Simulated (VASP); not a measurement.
# As (C2/c) in VASP: a series of runs

As is run at these levels: RPBE; tasks: single point.

Everything below comes from runs of VASP 6.6.1. Logs are shortened: lines on timing, memory, paths and dates and some standing lists are left out, and cuts for length are marked.

## 1. The cell of the first run

The typed cell holds 2 atoms: a = 7.142 Å, b = 7.142 Å, c = 3.615 Å, α = 89.99°, β = 89.99°, γ = 156.76°.

## 2. Single point, RPBE (36.37 Å³/atom)

The input, INCAR:

```
SYSTEM = As
PREC     = Accurate       ! precision mode
ENCUT    = 520            ! plane-wave cutoff, eV
EDIFF    = 1E-6           ! SCF threshold, eV
ISMEAR   = -1             ! smearing method
SIGMA    = 0.1            ! smearing width, eV
LREAL    = .FALSE.        ! projectors in reciprocal space
LASPH    = .TRUE.         ! aspherical terms in the spheres
NELM     = 60             ! most SCF steps
ALGO     = Normal         ! electronic algorithm
ISIF     = 2              ! what is computed and relaxed
LWAVE    = .FALSE.        ! write WAVECAR
LCHARG   = .TRUE.         ! write CHGCAR
GGA      = RP             ! functional
LELF     = .TRUE.         ! ELF
LVHAR    = .TRUE.       
NBANDS   = 12             ! bands
```

The input, KPOINTS:

```
Automatic mesh
0
G
  13 13 10
  0 0 0
```

The input, POSCAR:

```
As
1.0
   -4.7506397044      5.1422010598      1.4112837177
    5.1422010598     -4.7506397044      1.4112837177
    2.5089449815      2.5089449815     -0.6941383782
As
2
Direct
    0.9360465993      0.0639534007      1.0000000000
    0.8139534007      0.1860465993      0.5000000000
```

Potentials or basis: VASP PAW PBE potentials, release 64 (As).

The run is started by

```console
cat potpaw_PBE.64/As/POTCAR > POTCAR
mpirun -np 1 vasp_std > vasp.out
```

OUTCAR:

```text
SYSTEM = As
   PREC = Accurate
   ENCUT = 520
   EDIFF = 1E-6
   ISMEAR = -1
   LREAL = .FALSE.
   LASPH = .TRUE.
   NELM = 60
   ISIF = 2
   GGA = RP

 ion  position               nearest neighbor table
   1  0.936  0.064  0.000-   2 2.49   2 2.49
   2  0.814  0.186  0.500-   1 2.49   1 2.49

  LATTYP: Found a base centered monoclinic cell.
 ALAT       =     2.8763740225
 B/A-ratio  =     4.8639674359
 C/A-ratio  =     1.2569451444
 COS(beta)  =    -0.0005345913

  Lattice vectors:

 A1 = (   4.7506397044,  -5.1422010598,  -1.4112837177)
 A2 = (  -5.1422010598,   4.7506397044,  -1.4112837177)
 A3 = (   2.5089449815,   2.5089449815,  -0.6941383782)

Analysis of symmetry for initial positions (statically):
=====================================================================
 Subroutine PRICEL returns:
 Original cell was already a primitive cell.

 Routine SETGRP: Setting up the symmetry group for a
 base centered monoclinic supercell.

 Subroutine GETGRP returns: Found  4 space group operations
 (whereof  2 operations were pure point group operations)
 out of a pool of  4 trial point group operations.

The static configuration has the point symmetry C_2 .
 The point group associated with its full space group is C_2h.

Analysis of symmetry for dynamics (positions and initial velocities):
=====================================================================
 Subroutine PRICEL returns:
 Original cell was already a primitive cell.

 Routine SETGRP: Setting up the symmetry group for a
 base centered monoclinic supercell.

 Subroutine GETGRP returns: Found  4 space group operations
 (whereof  2 operations were pure point group operations)
 out of a pool of  4 trial point group operations.

The dynamic configuration has the point symmetry C_2 .
 The point group associated with its full space group is C_2h.

 Subroutine INISYM returns: Found  4 space group operations
 (whereof  2 operations are pure point group operations),
 and found     1 'primitive' translations

----------------------------------------------------------------------------------------

                                     Primitive cell

  volume of cell :      72.7467

  direct lattice vectors                    reciprocal lattice vectors
    -4.750639704  5.142201060  1.411283718    -0.003343547  0.097739653  0.341192250
     5.142201060 -4.750639704  1.411283718     0.097739653 -0.003343547  0.341192250
     2.508944982  2.508944982 -0.694138378     0.191920935  0.191920935 -0.053248557

  length of vectors
     7.141605637  7.141605637  3.615444361     0.354931501  0.354931501  0.276591213

  position of ions in fractional coordinates (direct lattice)
     0.936046599  0.063953401  0.000000000
     0.813953401  0.186046599  0.500000000

  ion indices of the primitive-cell ions
   primitive index   ion index
                 1           1
                 2           2

----------------------------------------------------------------------------------------

 KPOINTS: Automatic mesh

Automatic generation of k-mesh.
 Grid dimensions read from file:
 generate k-points for:   13   13   10

 Generating k-lattice:

  Cartesian coordinates                     Fractional coordinates (reciprocal lattice)
    -0.000257196  0.007518435  0.026245558     0.076923077  0.000000000 -0.000000000
     0.007518435 -0.000257196  0.026245558     0.000000000  0.076923077 -0.000000000
     0.019192093  0.019192093 -0.005324856    -0.000000000 -0.000000000  0.100000000

  Length of vectors
     0.027302423  0.027302423  0.027659121

  Shift w.r.t. Gamma in fractional coordinates (k-lattice)
     0.000000000  0.000000000  0.000000000

 Subroutine IBZKPT returns following result:
 ===========================================

 Found    462 irreducible k-points:

 Following reciprocal coordinates:
            Coordinates               Weight
  0.000000  0.000000  0.000000      1.000000
  0.076923  0.000000  0.000000      4.000000
  0.153846 -0.000000  0.000000      4.000000
  0.230769 -0.000000  0.000000      4.000000
  0.307692 -0.000000  0.000000      4.000000
  0.384615  0.000000  0.000000      4.000000
[... 16 lines left out ...]
  0.384615  0.153846  0.000000      4.000000
  0.461538  0.153846  0.000000      4.000000
 [... further k-points ...]
   k-points           NKPTS =    462   k-points in BZ     NKDIM =    462   number of bands    NBANDS=     12
   number of dos      NEDOS =    301   number of ions     NIONS =      2
   total plane-waves  NPLWV =  81648
   dimension x,y,z NGX =    54 NGY =   54 NGZ =   28
   dimension x,y,z NGXF=   108 NGYF=  108 NGZF=   56
   ions per type =               2
   NGX,Y,Z   is equivalent  to a cutoff of  12.57, 12.57, 12.88 a.u.
   NGXF,Y,Z  is equivalent  to a cutoff of  25.14, 25.14, 25.75 a.u.
 SYSTEM =  As
   PREC   = accura    normal or accurate (medium, high low for compatibility)
   ISTART =      0    job   : 0-new  1-cont  2-samecut
   ICHARG =      2    charge: 1-file 2-atom 10-const
   ISPIN  =      1    spin polarized calculation?
   LNONCOLLINEAR =      F non collinear calculations
   LSORBIT =      F    spin-orbit coupling
   LASPH  =      T    aspherical Exc in radial PAW
   ENCUT  =  520.0 eV  38.22 Ry    6.18 a.u.  13.28 13.28  6.72*2*pi/ulx,y,z
   NELM   =     60;   NELMIN=  2; NELMDL= -5     # of ELM steps
   EDIFF  = 0.1E-05   stopping-criterion for ELM
   LREAL  =      F    real-space projection
   EDIFFG = 0.1E-04   stopping-criterion for IOM
   NSW    =      0    number of steps for IOM
   IBRION =     -1    ionic relax: 0-MD 1-quasi-New 2-CG
   NFREE  =      0    steps in history (QN), initial steepest desc. (CG)
   ISIF   =      2    stress and relaxation
   ISYM   =      2    0-nonsym 1-usesym 2-fastsym
   POTIM  = 0.5000    time-step for ionic-motion
   TEBEG  =    0.0;   TEEND  =   0.0 temperature during run
   PSTRESS=    0.0 pullay stress
   NELECT =      10.0000    total number of electrons
   NUPDOWN=      -1.0000    fix difference up-down
   EMIN   =  10.00;   EMAX   =-10.00  energy-range for DOS
   EFERMI =   0.00;   METHOD = LEGACY
   ISMEAR =    -1;   SIGMA  =   0.10  broadening in eV -4-tet -1-fermi 0-gaus
   EFERMI_NEDOS =   21; number of points for ismear=-14 and -15
   IALGO  =     38    algorithm
   IMIX   =      4    mixing-type and parameters
     AMIX     =   0.40;   BMIX     =  1.00
     AMIX_MAG =   1.60;   BMIX_MAG =  1.00
  volume/ion in A,a.u.               =      36.37       245.46
  Fermi-wavevector in a.u.,A,eV,Ry     =   0.844897  1.596624  9.712535  0.713851
  Thomas-Fermi vector in A             =   1.959999
   LORBIT       =      0    0 simple, 1 ext, 2 COOP (PROOUT), +10 PAW based schemes
   GGA     = RP    functional components
   LHFCALC =     F    Hartree Fock is set to
   AEXX    =    0.0000 exact exchange contribution
   IVDW    =     0    specifies the selected vdW correction
   LEPSILON=     F    determine dielectric tensor
   LRPA    =     F    only Hartree local field effects (RPA)
 non-spin polarized calculation
  energy-cutoff  :      520.00
  volume of cell :       72.75
 maximum number of plane-waves:      1988
 NGX is ok and might be reduce to    54
   NGX = 27   NGY = 27   NGZ = 13

 number of electron      10.0000000 magnetization

 number of electron       9.9999999 magnetization

 Free energy of the ion-electron system (eV)
  ---------------------------------------------------
  ext. energy  EPLUGINS =         0.00000000
  ---------------------------------------------------
  free energy    TOTEN  =        -8.50954710 eV

  energy without entropy =       -8.49509622  energy(sigma->0) =       -8.50232166

 E-fermi :   1.3183     XC(G=0):  -6.9644

 val. band max:        1.0919348495   @ k =   0.3846   0.3077   0.3000
 cond. band min:       1.3950598142   @ k =   0.1538   0.1538   0.2000
 fundamental gap:      0.3031249647
 Fermi energy:         1.3183483582

 k-point     1 :       0.0000    0.0000    0.0000
  band No.  band energies     occupation
      1     -12.6847      2.00000
      2      -8.0299      2.00000
      3      -1.3611      2.00000
      4      -1.2563      2.00000
      5       1.8939      0.00631
      6       4.1331      0.00000
      7       4.3849      0.00000
      8       6.0714      0.00000
      9       7.8104      0.00000
     10       7.9488      0.00000
     11       9.6758      0.00000
     12      10.7792      0.00000

 k-point     2 :       0.0769    0.0000    0.0000
  band No.  band energies     occupation
      1     -12.5972      2.00000
      2      -7.9384      2.00000
      3      -1.2753      2.00000
      4      -1.1810      2.00000
      5       1.9771      0.00275
      6       3.3704      0.00000
      7       4.2115      0.00000
      8       6.1577      0.00000
      9       6.9551      0.00000
     10       8.0737      0.00000
     11      10.7017      0.00000
     12      11.0025      0.00000

 k-point     3 :       0.1538   -0.0000    0.0000
  band No.  band energies     occupation
      1     -12.3393      2.00000
      2      -7.6670      2.00000
      3      -1.0339      2.00000
      4      -0.9625      2.00000
      5       1.5013      0.27653
      6       2.2197      0.00024
      7       4.4399      0.00000
      8       5.2247      0.00000
      9       6.3885      0.00000
     10       8.4202      0.00000
     11      11.0269      0.00000
     12      12.2989      0.00000

 k-point     4 :       0.2308   -0.0000    0.0000
  band No.  band energies     occupation
      1     -11.9283      2.00000
      2      -7.2280      2.00000
      3      -0.8867      2.00000
      4      -0.6256      2.00000
      5      -0.1514      2.00000
      6       2.5528      0.00001
      7       3.4308      0.00000
      8       4.7946      0.00000
      9       6.7536      0.00000
     10       8.9589      0.00000
     11      11.3057      0.00000
     12      11.8701      0.00000

 k-point     5 :       0.3077   -0.0000    0.0000
  band No.  band energies     occupation
      1     -11.4043      2.00000
      2      -6.6531      2.00000
      3      -2.2536      2.00000
      4      -0.2201      2.00000
      5       0.0198      2.00000
      6       1.5603      0.16339
      7       3.2240      0.00000
      8       5.2273      0.00000
      9       7.2060      0.00000
     10       9.5518      0.00000
     11      10.4117      0.00000
     12      11.0973      0.00000
[... 228 lines left out ...]
      1     -10.8583      2.00000
      2      -6.0166      2.00000
      3      -3.5870      2.00000
      4       0.1564      1.99998
      5       0.1677      1.99998
      6       0.4711      1.99958
      7       3.8313      0.00000
      8       5.6542      0.00000
      9       7.5499      0.00000
     10       9.4875      0.00000
     11       9.9226      0.00000
     12       9.9772      0.00000

 k-point    22 :       0.3077    0.1538    0.0000
  band No.  band energies     occupation
      1     -10.4717      2.00000
      2      -5.5408      2.00000
      3      -4.3776      2.00000
      4      -0.7162      2.00000
      5       0.4156      1.99976
      6       0.8475      1.98212
      7       4.2135      0.00000
      8       5.9260      0.00000
      9       7.4168      0.00000
     10       8.6568      0.00000
     11       9.2807      0.00000
     12      10.1100      0.00000

 k-point    23 :       0.3846    0.1538    0.0000
  band No.  band energies     occupation
      1     -10.4711      2.00000
      2      -5.5480      2.00000
      3      -4.3778      2.00000
      4      -0.7093      2.00000
      5       0.4161      1.99976
      6       0.8990      1.97027
      7       4.1401      0.00000
      8       5.9210      0.00000
      9       7.5183      0.00000
     10       8.3294      0.00000
     11       9.2810      0.00000
     12       9.8371      0.00000

 k-point    24 :       0.4615    0.1538    0.0000
  band No.  band energies     occupation
      1     -10.8567      2.00000
      2      -6.0326      2.00000
      3      -3.5869      2.00000
      4       0.1681      1.99998
      5       0.1719      1.99998
      6       0.5985      1.99851
      7       3.6601      0.00000
      8       5.6414      0.00000
      9       7.5545      0.00000
     10       8.6083      0.00000
     11       9.9243      0.00000
     12      10.0580      0.00000

 [... further k-points ...]

------------------------ aborting loop because EDIFF is reached ----------------------------------------

  FORCE on cell =-STRESS in cart. coord.  units (eV):
  Direction    XX          YY          ZZ          XY          YZ          ZX
  --------------------------------------------------------------------------------------
  -------------------------------------------------------------------------------------
  Total        0.0881994      0.0881994     -0.0059253     -0.0351419     -0.0108120     -0.0108120
  in kB        1.9425091      1.9425091     -0.1304983     -0.7739685     -0.2381238     -0.2381240
  external PRESSURE =       1.2515067 kB  Pullay stress =       0.0000000 kB

 VOLUME and BASIS-vectors are now :
 -----------------------------------------------------------------------------
  energy-cutoff  :      520.00
  volume of cell :       72.75
      direct lattice vectors                 reciprocal lattice vectors
    -4.750639704  5.142201060  1.411283718    -0.003343547  0.097739653  0.341192250
     5.142201060 -4.750639704  1.411283718     0.097739653 -0.003343547  0.341192250
     2.508944982  2.508944982 -0.694138378     0.191920935  0.191920935 -0.053248557

 POSITION                                       TOTAL-FORCE (eV/Angst)
 -----------------------------------------------------------------------------------
     -4.11796      4.50952      1.41128        -0.046895      0.046895      0.000000
     -1.65564      4.55614      1.06421         0.046895     -0.046895     -0.000000
 -----------------------------------------------------------------------------------
    total drift:                                0.000000     -0.000000      0.000000

  FREE ENERGIE OF THE ION-ELECTRON SYSTEM (eV)
  ---------------------------------------------------
  free  energy   TOTEN  =        -8.5095470996 eV

  energy  without entropy=       -8.4950962247  energy(sigma->0) =       -8.50232166
```

It took 4.4 min on 1 thread of Intel Xeon 6975P-C (Granite Rapids), shared host; peak memory 0.52 GiB.

What came out:

```
Free energy            : -8.5095 eV
Pressure               : 0.1 GPa
Largest force          : 0.066 eV/Å
Band gap on the k mesh : zero (bands 5 and 6 overlap by 4.58 eV)
```

Forces on the atoms (eV/Å):
```
As  -0.047  0.047  0.000
As   0.047 -0.047  0.000
```

Stress tensor (GPa, compression positive):
```
 0.19 -0.08 -0.02
-0.08  0.19 -0.02
-0.02 -0.02 -0.01
```

Caveat: the PAW data sets were made with another functional, which shifts forces and pressure a little.

(Continued in part 2 of 2.)
